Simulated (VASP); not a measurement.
## KF: G0W0 quasiparticle levels with r2SCAN

KF:

```
CELL_PARAMETERS angstrom
3.17887 0.00000 0.00000
0.00000 3.17887 0.00000
0.00000 0.00000 3.17887
ATOMIC_POSITIONS crystal
K 0.00000 0.00000 0.00000
F 0.50000 0.50000 0.50000
```

| Property | Result |
| --- | --- |
| Program | VASP 6.6.1 |
| Task | G0W0 quasiparticle levels |
| Functional | r2SCAN |
| Potentials or basis | VASP PAW PBE potentials, release 64 (K_sv_GW, F_GW) |
| Cutoff | 500 eV |
| k mesh | 4 × 4 × 4 |
| Occupations | gaussian, width 0.01 eV |
| Spin | no spin polarisation |
| Dipole correction | no |
| GW scheme | G0W0 |
| GW iterations | 1 |
| Cutoff of the response function | 140 |
| Frequency points | 96 |
| Empty bands | 120 |
| Further INCAR settings | ALGO = EVGW0; EDIFF = 1e-08; NBANDS = 128 |

```yaml
Quasiparticle_gap: 10.68 eV
Least_direct_quasiparticle_gap: 10.72 eV
Band_gap_of_the_starting_levels_on_the_mesh: 7.74 eV
Least_direct_gap_of_the_starting_levels_on_the_mesh: 7.77 eV
```

It took 2.1 min on 1 thread of AMD EPYC 9R45 96-Core Processor (Zen 5), on a shared host, peak memory 0.29 GiB.

Caveat: the k points lie up to 0.49 Å⁻¹ apart; bands, screening cutoff and mesh are small and nothing is extrapolated, so the quasiparticle values aren't converged; the structure was generated, so it needn't be the stable form of KF.
